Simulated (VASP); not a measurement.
Wanted: the native input for a VASP 6.6.1 run.

```yaml
Task: single point
Functional: r2SCAN
Potentials_or_basis: VASP PAW PBE potentials, release 64 (Zr_sv, C)
Cutoff: 520 eV
k_mesh: 20 × 20 × 20
Occupations: gaussian, width 0.1 eV
Spin: no spin polarisation
Dipole_correction: no
Further_INCAR_settings: ALGO = Normal; EDIFF = 1e-06; NBANDS = 15
```

Crystal: ZrC.

```
Zr C
1.0
     0.00000    2.35432    2.35432
     2.35432    0.00000    2.35432
     2.35432    2.35432    0.00000
Zr C
1 1
Direct
  0.50000 0.50000 0.50000
  0.00000 0.00000 0.00000
```

The input as run:

POSCAR

```
ZrC
1.0
    0.0000000000      2.3543208051      2.3543208051
    2.3543208051      0.0000000000      2.3543208051
    2.3543208051      2.3543208051      0.0000000000
Zr C
1 1
Direct
    0.5000000000      0.5000000000      0.5000000000
    0.0000000000      0.0000000000      0.0000000000
```

INCAR.step1

```
SYSTEM = ZrC
PREC = Accurate ; ENCUT = 520
ISMEAR = 0 ; SIGMA = 0.1
LREAL = .FALSE. ; LASPH = .TRUE.
NELM = 100 ; NBANDS = 15
GGA = PE ; ALGO = Normal
EDIFF = 1E-4 ; LWAVE = .TRUE.
LCHARG = .FALSE.
```

INCAR.step2

```
SYSTEM = ZrC
PREC = Accurate ; ENCUT = 520
EDIFF = 1E-6 ; ISMEAR = 0
SIGMA = 0.1 ; LREAL = .FALSE.
LASPH = .TRUE. ; NELM = 100
ALGO = Normal ; ISIF = 2
LWAVE = .FALSE. ; LCHARG = .FALSE.
METAGGA = R2SCAN ; LMIXTAU = .TRUE.
NBANDS = 15 ; ISTART = 1
```

KPOINTS

```
regular mesh
0
G
  20 20 20
  0 0 0
```

Potentials or basis: VASP PAW PBE potentials, release 64 (Zr_sv, C).

The run is started by

```console
$ cat potpaw_PBE.64/Zr_sv/POTCAR potpaw_PBE.64/C/POTCAR > POTCAR
$ cp INCAR.step1 INCAR
$ mpirun -np 1 vasp_std > vasp.out
$ cp INCAR.step2 INCAR
$ mpirun -np 1 vasp_std > vasp.out
```

It gave:

The pressure is 0.6 GPa. The band gap on the k mesh is zero (bands 8 and 9 overlap by 1.32 eV).

Caveat: the PAW data sets were made with another functional, which shifts forces and pressure a little.

Run time: 13 min on 1 thread of AMD EPYC 7R43 64-Core Processor (Zen 3), with other jobs on the host, peak memory 0.21 GiB.
